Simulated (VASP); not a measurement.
# Ru (Im-3m) in VASP: notebook, part 2 of 2

VASP 6.6.1. Earlier steps stand in the parts before.

## Step 4: Single point, LDA

The input, INCAR:

```
SYSTEM = Ru
ALGO     = Normal         ! electronic algorithm
EDIFF    = 1E-6           ! SCF threshold, eV
ENCUT    = 520            ! plane-wave cutoff, eV
ISIF     = 2              ! what is computed and relaxed
ISMEAR   = -1             ! smearing method
LASPH    = .True.         ! aspherical terms in the spheres
LCHARG   = .False.        ! write CHGCAR
LREAL    = .False.        ! projectors in reciprocal space
LWAVE    = .False.        ! write WAVECAR
NBANDS   = 13             ! bands
NELM     = 100            ! most SCF steps
PREC     = Accurate       ! precision mode
SIGMA    = 0.1            ! smearing width, eV
```

The input, KPOINTS:

```
k-points
0
Gamma
  20 20 20
  0 0 0
```

The input, POSCAR:

```
Ru
1.0
   -1.3380379460      1.3380379460      1.3380379460
    1.3380379460     -1.3380379460      1.3380379460
    1.3380379460      1.3380379460     -1.3380379460
Ru
1
Direct
    0.0000000000      0.0000000000      0.0000000000
```

Potentials or basis: VASP PAW LDA potentials, release 64 (Ru_pv).

Started as:

```sh
> cat potpaw_LDA.64/Ru_pv/POTCAR > POTCAR
> mpirun -np 1 vasp_std > vasp.out
```

OUTCAR:

```text
SYSTEM = Ru
   EDIFF = 1E-6
   ENCUT = 520
   ISIF = 2
   ISMEAR = -1
   LASPH = .True.
   LREAL = .False.
   NELM = 100
   PREC = Accurate

 ion  position               nearest neighbor table
   1  0.000  0.000  0.000-

  LATTYP: Found a body centered cubic cell.
 ALAT       =     2.6760758920

  Lattice vectors:

 A1 = (  -1.3380379460,   1.3380379460,   1.3380379460)
 A2 = (   1.3380379460,  -1.3380379460,   1.3380379460)
 A3 = (   1.3380379460,   1.3380379460,  -1.3380379460)

Analysis of symmetry for initial positions (statically):
[... 562 lines left out ...]
 [... further k-points ...]

------------------------ aborting loop because EDIFF is reached ----------------------------------------

  FORCE on cell =-STRESS in cart. coord.  units (eV):
  Direction    XX          YY          ZZ          XY          YZ          ZX
  --------------------------------------------------------------------------------------
  -------------------------------------------------------------------------------------
  Total       15.2483682     15.2483682     15.2483682     -0.0000000      0.0000000     -0.0000000
  in kB     2549.5801706   2549.5801706   2549.5801706     -0.0000000      0.0000000     -0.0000000
  external PRESSURE =    2549.5801706 kB  Pullay stress =       0.0000000 kB

 VOLUME and BASIS-vectors are now :
 -----------------------------------------------------------------------------
  energy-cutoff  :      520.00
  volume of cell :        9.58
      direct lattice vectors                 reciprocal lattice vectors
    -1.338037946  1.338037946  1.338037946     0.000000000  0.373681480  0.373681480
     1.338037946 -1.338037946  1.338037946     0.373681480  0.000000000  0.373681480
     1.338037946  1.338037946 -1.338037946     0.373681480  0.373681480  0.000000000

 POSITION                                       TOTAL-FORCE (eV/Angst)
 -----------------------------------------------------------------------------------
      0.00000      0.00000      0.00000        -0.000000      0.000000     -0.000000
 -----------------------------------------------------------------------------------
    total drift:                                0.000000      0.000000      0.000000

  FREE ENERGIE OF THE ION-ELECTRON SYSTEM (eV)
  ---------------------------------------------------
  free  energy   TOTEN  =        -7.7499625730 eV

  energy  without entropy=       -7.7118463072  energy(sigma->0) =       -7.73090444
```

OSZICAR:

```text
N       E                     dE             d eps       ncg     rms          rms(c)
DAV:   1     0.104185050638E+03    0.10419E+03   -0.83190E+03  6722   0.121E+03
DAV:   2    -0.704061060750E+01   -0.11123E+03   -0.10609E+03  7141   0.336E+02
DAV:   3    -0.818261905795E+01   -0.11420E+01   -0.11383E+01  7586   0.370E+01
DAV:   4    -0.818523887220E+01   -0.26198E-02   -0.26198E-02  7266   0.187E+00
DAV:   5    -0.818525078320E+01   -0.11911E-04   -0.11911E-04  7536   0.115E-01    0.336E+01
DAV:   6    -0.783532265244E+01    0.34993E+00   -0.29606E-01  6831   0.766E+00    0.165E+01
DAV:   7    -0.775442903772E+01    0.80894E-01   -0.92893E-02  7351   0.403E+00    0.237E+00
DAV:   8    -0.775008024948E+01    0.43488E-02   -0.11738E-02  6796   0.163E+00    0.368E-01
DAV:   9    -0.774995471239E+01    0.12554E-03   -0.93137E-05  7141   0.141E-01    0.171E-02
DAV:  10    -0.774996248418E+01   -0.77718E-05   -0.38068E-06  7311   0.263E-02    0.293E-03
DAV:  11    -0.774996257305E+01   -0.88867E-07   -0.11950E-07  3683   0.479E-03
   1 F= -.77499626E+01 E0= -.77309044E+01  d E =-.381163E-01
```

stdout:

```text
POSCAR found type information on POSCAR Ru
 POSCAR found :  1 types and       1 ions
 scaLAPACK will be used
 LDA part: xc-table for (Slater(with rela. corr.)+CA(PZ))
 , standard interpolation
 POSCAR, INCAR and KPOINTS ok, starting setup
 FFT: planning ... GRIDC
 FFT: planning ... GRID_SOFT
 FFT: planning ... GRID
 WAVECAR not read
 entering main loop
```

Wall time 9.5 s (1 thread of Intel Xeon 6975P-C (Granite Rapids), shared host); peak memory 0.14 GiB.

Results:

| Property | Result |
| --- | --- |
| Free energy | -7.7500 eV |
| Pressure | 255.0 GPa |
| Band gap on the k mesh | zero (band 7 reaches 23.76 eV, above the bottom of band 8 at 16.91 eV) |

## Step 5: Single point, LDA

This run uses another cell than the first one, of 13.51 Å³/atom, 1.412 times its volume.

The input, INCAR:

```
SYSTEM = Ru
PREC     = Accurate       ! precision mode
ENCUT    = 520            ! plane-wave cutoff, eV
EDIFF    = 1E-7           ! SCF threshold, eV
ISMEAR   = -1             ! smearing method
SIGMA    = 0.1            ! smearing width, eV
LREAL    = .False.        ! projectors in reciprocal space
LASPH    = .True.         ! aspherical terms in the spheres
NELM     = 60             ! most SCF steps
ALGO     = Normal         ! electronic algorithm
ISIF     = 2              ! what is computed and relaxed
LWAVE    = .False.        ! write WAVECAR
LCHARG   = .True.         ! write CHGCAR
GGA      = CA             ! functional
LELF     = .True.         ! ELF
LVHAR    = .True.       
NBANDS   = 13             ! bands
```

The input, KPOINTS:

```
Automatic mesh
0
Gamma
  20 20 20
  0 0 0
```

The input, POSCAR:

```
Ru
1.0
   -1.5005488546      1.5005488546      1.5005488546
    1.5005488546     -1.5005488546      1.5005488546
    1.5005488546      1.5005488546     -1.5005488546
Ru
1
Direct
    0.0000000000      0.0000000000      0.0000000000
```

Potentials or basis: VASP PAW LDA potentials, release 64 (Ru_pv).

Started as:

```sh
> cat potpaw_LDA.64/Ru_pv/POTCAR > POTCAR
> mpirun -np 1 vasp_std > vasp.out
```

OUTCAR:

```text
SYSTEM = Ru
   PREC = Accurate
   ENCUT = 520
   EDIFF = 1E-7
   ISMEAR = -1
   LREAL = .False.
   LASPH = .True.
   NELM = 60
   ISIF = 2
   GGA = CA

 ion  position               nearest neighbor table
   1  0.000  0.000  0.000-

  LATTYP: Found a body centered cubic cell.
 ALAT       =     3.0010977092

  Lattice vectors:

 A1 = (  -1.5005488546,   1.5005488546,   1.5005488546)
 A2 = (   1.5005488546,  -1.5005488546,   1.5005488546)
 A3 = (   1.5005488546,   1.5005488546,  -1.5005488546)

Analysis of symmetry for initial positions (statically):
=====================================================================
 Subroutine PRICEL returns:
 Original cell was already a primitive cell.

 Routine SETGRP: Setting up the symmetry group for a
 body centered cubic supercell.

 Subroutine GETGRP returns: Found 48 space group operations
 (whereof 48 operations were pure point group operations)
 out of a pool of 48 trial point group operations.

The static configuration has the point symmetry O_h .

[... 165 lines left out ...]
  band No.  band energies     occupation
      1     -29.4226      2.00000
      2     -29.4226      2.00000
      3     -29.4226      2.00000
      4       4.7174      2.00000
      5       9.9886      2.00000
      6       9.9886      2.00000
      7       9.9886      2.00000
      8      12.8356      1.48223
      9      12.8356      1.48223
     10      22.9966      0.00000
     11      30.0697      0.00000
     12      30.0697      0.00000
     13      30.0697      0.00000
[... 354 lines left out ...]
  band No.  band energies     occupation
      1     -30.1798      2.00000
      2     -29.6748      2.00000
      3     -29.4648      2.00000
      4       7.1648      2.00000
      5       8.7676      2.00000
      6      10.1209      2.00000
      7      12.2867      1.99712
      8      13.2393      0.09622
      9      13.8487      0.00023
     10      22.9962      0.00000
     11      28.2038      0.00000
     12      28.9624      0.00000
     13      34.0166      0.00000

 [... further k-points ...]

------------------------ aborting loop because EDIFF is reached ----------------------------------------

  FORCE on cell =-STRESS in cart. coord.  units (eV):
  Direction    XX          YY          ZZ          XY          YZ          ZX
  --------------------------------------------------------------------------------------
  -------------------------------------------------------------------------------------
  Total        0.0759468      0.0759468      0.0759468      0.0000000      0.0000000     -0.0000000
  in kB        9.0034598      9.0034598      9.0034598      0.0000000      0.0000000     -0.0000000
  external PRESSURE =       9.0034598 kB  Pullay stress =       0.0000000 kB

 VOLUME and BASIS-vectors are now :
 -----------------------------------------------------------------------------
  energy-cutoff  :      520.00
  volume of cell :       13.51
      direct lattice vectors                 reciprocal lattice vectors
    -1.500548855  1.500548855  1.500548855     0.000000000  0.333211410  0.333211410
     1.500548855 -1.500548855  1.500548855     0.333211410  0.000000000  0.333211410
     1.500548855  1.500548855 -1.500548855     0.333211410  0.333211410  0.000000000

 POSITION                                       TOTAL-FORCE (eV/Angst)
 -----------------------------------------------------------------------------------
      0.00000      0.00000      0.00000         0.000000      0.000000      0.000000
 -----------------------------------------------------------------------------------
    total drift:                                0.000000     -0.000000      0.000000

  FREE ENERGIE OF THE ION-ELECTRON SYSTEM (eV)
  ---------------------------------------------------
  free  energy   TOTEN  =       -10.0460018234 eV

  energy  without entropy=       -9.9832174894  energy(sigma->0) =      -10.01460966
```

Run time: 14 s. Hardware: 1 thread of Intel Xeon 6975P-C (Granite Rapids), shared host; peak memory 0.15 GiB.

Results:

- Free energy: -10.0460 eV
- Pressure: 0.9 GPa
- Band gap on the k mesh: zero (band 7 reaches 14.88 eV, above the bottom of band 8 at 11.07 eV)

## Step 6: Relaxation of cell and atoms, LDA, target pressure 250 GPa, at which the enthalpy is minimised

The input, INCAR:

```
SYSTEM = Ru
  PREC = Accurate
  ENCUT = 600
  EDIFF = 1E-6
  ISMEAR = -1
  SIGMA = 0.1
  LREAL = .FALSE.
  LASPH = .TRUE.
  NELM = 80
  ALGO = Normal
  ISIF = 3
  LWAVE = .FALSE.
  LCHARG = .FALSE.
  GGA = CA
  IBRION = 2
  NSW = 60
  EDIFFG = -0.005
  PSTRESS = 2500.0
```

The input, KPOINTS:

```
Automatic mesh
0
G
  20 20 20
  0 0 0
```

The input, POSCAR:

```
Ru
1.0
   -1.3373997127      1.3373997127      1.3373997127
    1.3373997127     -1.3373997127      1.3373997127
    1.3373997127      1.3373997127     -1.3373997127
Ru
1
Direct
    0.0000000000      0.0000000000      0.0000000000
```

Potentials or basis: VASP PAW LDA potentials, release 64 (Ru_pv).

Started as:

```sh
> cat potpaw_LDA.64/Ru_pv/POTCAR > POTCAR
> mpirun -np 1 vasp_std > vasp.out
```

Wall time 27 s (1 thread of Intel Xeon 6975P-C (Granite Rapids), shared host); peak memory 0.15 GiB.

Results (log left out):

* Free energy: -7.8078 eV
* Relaxed volume: 9.62 Å³/atom
* Relaxed cell: a = 2.320 Å, b = 2.320 Å, c = 2.320 Å, α = 109.47°, β = 109.47°, γ = 109.47°
* Space group after relaxing (to 0.05 Å): Im-3m (No. 229)
* Energy change on relaxing (the enthalpy is what falls): -79.4 meV/atom
* Ionic steps: 4
* Pressure after relaxing: 249.9 GPa
* Band gap on the k mesh: zero (band 7 reaches 23.65 eV, above the bottom of band 8 at 16.83 eV)

Step by step:
| step | energy change (eV) | largest force (eV/Å) | pressure (GPa) | volume (Å³) |
| --- | --- | --- | --- | --- |
| 1 | 0.0000 | 0.0000 | 256.80 | 9.57 |
| 2 | -0.7900 | 0.0000 | 187.49 | 10.14 |
| 3 | -0.0816 | 0.0000 | 249.80 | 9.62 |
| 4 | -0.0794 | 0.0000 | 249.93 | 9.62 |

Final structure:
```yaml
crystal:
  lattice:
    - [-1.33973, 1.33973, 1.33973]
    - [1.33973, -1.33973, 1.33973]
    - [1.33973, 1.33973, -1.33973]
  atoms:
    - { symbol: Ru, position: [0.00000, 0.00000, 0.00000] }
```

Levels at points of the mesh, in eV from the Fermi level:
```
           k point  band 5  band 6  band 7  band 8  band 9  band 10
(0.00, 0.00, 0.00)   -4.77   -4.77   -4.77   -0.33   -0.33     9.82
(0.50, 0.00, 0.00)   -7.78   -0.10    0.72    2.25    4.49     9.82
(0.50, 0.50, 0.50)  -10.76    3.29    3.29    3.29    9.82    12.00
```

Caveat: the cell is relaxed towards a set pressure, so the enthalpy falls and the energy may rise.

## Step 7: Relaxation of cell and atoms, LDA, target pressure 250 GPa, at which the enthalpy is minimised

The input, INCAR:

```
  PREC = Accurate
  ENCUT = 600
  EDIFF = 1E-6
  ISMEAR = -1
  SIGMA = 0.1
  LREAL = False
  LASPH = True
  NELM = 80
  ALGO = Normal
  ISIF = 3
  LWAVE = False
  LCHARG = False
  IBRION = 2
  NSW = 32
  EDIFFG = -0.005
  PSTRESS = 2500.0
```

The input, KPOINTS:

```
regular mesh
0
Gamma
  20 20 20
```

The input, POSCAR:

```
Ru
1.0
   -1.3378382725      1.3378382725      1.3378382725
    1.3378382725     -1.3378382725      1.3378382725
    1.3378382725      1.3378382725     -1.3378382725
Ru
1
Direct
    0.0000000000      0.0000000000      0.0000000000
```

Started as:

```sh
> cat potpaw_LDA.64/Ru_pv/POTCAR > POTCAR
> mpirun -np 1 vasp_std > vasp.out
```

Run time: 27 s. Hardware: 1 thread of Intel Xeon 6975P-C (Granite Rapids), shared host; peak memory 0.16 GiB.

Results (log left out):

```yaml
Free_energy: -7.8077 eV
Relaxed_volume: 9.62 Å³/atom
Relaxed_cell: a = 2.320 Å, b = 2.320 Å, c = 2.320 Å, α = 109.47°, β = 109.47°, γ = 109.47°
Space_group_after_relaxing_to_0.05_Å: Im-3m (No. 229)
Energy_change_on_relaxing_the_enthalpy_is_what_falls: -64.2 meV/atom
Ionic_steps: 4
Pressure_after_relaxing: 250.0 GPa
Band_gap_on_the_k_mesh: zero (band 7 reaches 23.65 eV, above the bottom of band 8 at 16.83 eV)
```

Step by step:
| step | energy change (eV) | largest force (eV/Å) | pressure (GPa) | volume (Å³) |
| --- | --- | --- | --- | --- |
| 1 | 0.0000 | 0.0000 | 255.51 | 9.58 |
| 2 | -0.6545 | 0.0000 | 198.32 | 10.04 |
| 3 | -0.0657 | 0.0000 | 249.87 | 9.62 |
| 4 | -0.0642 | 0.0000 | 249.95 | 9.62 |

Final structure:
```xyz
1
Lattice="-1.3397 1.3397 1.3397 1.3397 -1.3397 1.3397 1.3397 1.3397 -1.3397" Properties=species:S:1:pos:R:3 pbc="T T T"
Ru    0.0000    0.0000    0.0000
```

Levels at points of the mesh, in eV from the Fermi level:
```tsv
k point	band 4	band 5	band 6	band 7	band 8	band 9	band 10	band 11
(0.00, 0.00, 0.00)	-10.06	-4.77	-4.77	-4.77	-0.33	-0.33	9.82	16.76
(0.50, 0.00, 0.00)	-9.89	-7.78	-0.10	0.72	2.25	4.49	9.82	13.54
(0.50, 0.50, 0.50)	-10.76	-10.76	3.29	3.29	3.29	9.82	12.00	12.00
```

Caveat: the cell is relaxed towards a set pressure, so the enthalpy falls and the energy may rise.

## Step 8: Overview

| task | cell | cutoff (eV) | gap on the mesh (eV) | pressure (GPa) |
| --- | --- | --- | --- | --- |
| single point | a = 2.316 Å, angles 109.5°, 1 atom | 520 | none | 256.8 |
| single point | a = 2.317 Å, angles 109.5°, 1 atom | 520 | none | 255.5 |
| single point | a = 2.318 Å, angles 109.5°, 1 atom | 520 | none | 255.0 |
| single point | a = 2.599 Å, angles 109.5°, 1 atom | 520 | none | 0.9 |
| relaxation of cell and atoms | relaxed to 250 GPa from a = 2.316 Å, angles 109.5°, 1 atom | 600 | none | 249.9 |
| relaxation of cell and atoms | relaxed to 250 GPa from a = 2.317 Å, angles 109.5°, 1 atom | 600 | none | 250.0 |

Alike in all rows: level LDA; potentials or basis VASP PAW LDA potentials, release 64 (Ru_pv); no spin polarisation; k mesh 20 × 20 × 20; smearing fermi-dirac 0.1 eV.

Caveats: the cell is relaxed towards a set pressure, so the enthalpy falls and the energy may rise (some runs).

Total energies depend on the potentials used, so only differences within one code and one set of settings carry meaning.
